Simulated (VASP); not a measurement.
Write the native input for VASP 6.6.1 that does the following.

| Item | Value |
| --- | --- |
| Task | single point |
| Functional | PBE |
| Potentials or basis | VASP PAW PBE potentials, release 64 (Cs_sv, Ag, Bi_d, Br) |
| Cutoff | 520 eV |
| k mesh | 4 × 4 × 4 |
| Occupations | fermi-dirac, width 0.02 eV |
| Spin | no spin polarisation |
| Dipole correction | no |
| Further INCAR settings | ALGO = Normal; EDIFF = 1e-06; NBANDS = 54 |

The structure of Cs2AgBiBr6 lies in POSCAR:

```
Cs2AgBiBr6
1.0
    0.0000000000      5.7420098787      5.7420098787
    5.7420098787      0.0000000000      5.7420098787
    5.7420098787      5.7420098787      0.0000000000
Cs Ag Bi Br
2 1 1 6
Direct
    0.2500000000      0.2500000000      0.2500000000
    0.7500000000      0.7500000000      0.7500000000
    0.5000000000      0.5000000000      0.5000000000
    0.0000000000      0.0000000000      0.0000000000
    0.2513065215      0.7486934785      0.2513065215
    0.2513065215      0.7486934785      0.7486934785
    0.7486934785      0.2513065215      0.7486934785
    0.7486934785      0.2513065215      0.2513065215
    0.2513065215      0.2513065215      0.7486934785
    0.7486934785      0.7486934785      0.2513065215
```

One way to write it, as run:

INCAR

```
SYSTEM = Cs2AgBiBr6
ALGO = Normal
EDIFF = 1E-6
ENCUT = 520
GGA = PE
ISIF = 2
ISMEAR = -1
LASPH = .True.
LCHARG = .True.
LELF = .True.
LREAL = .False.
LVHAR = .True.
LWAVE = .False.
NBANDS = 54
NELM = 80
PREC = Accurate
SIGMA = 0.02
```

KPOINTS

```
k-points
0
Gamma
  4 4 4
  0 0 0
```

Potentials or basis: VASP PAW PBE potentials, release 64 (Cs_sv, Ag, Bi_d, Br).

Command:

```bash
$ cat potpaw_PBE.64/Cs_sv/POTCAR potpaw_PBE.64/Ag/POTCAR potpaw_PBE.64/Bi_d/POTCAR potpaw_PBE.64/Br/POTCAR > POTCAR
$ mpirun -np 1 vasp_std > vasp.out
```

Results of the run:

```
Pressure               : 0.0 GPa
Band gap on the k mesh : 1.33 eV (least direct gap 2.38 eV)
```

Caveat: spin-orbit coupling is left out, which moves the levels of the heavy elements.

It took 120 s on 1 thread of AMD EPYC 9R45 96-Core Processor (Zen 5), on a shared host, peak memory 0.57 GiB.
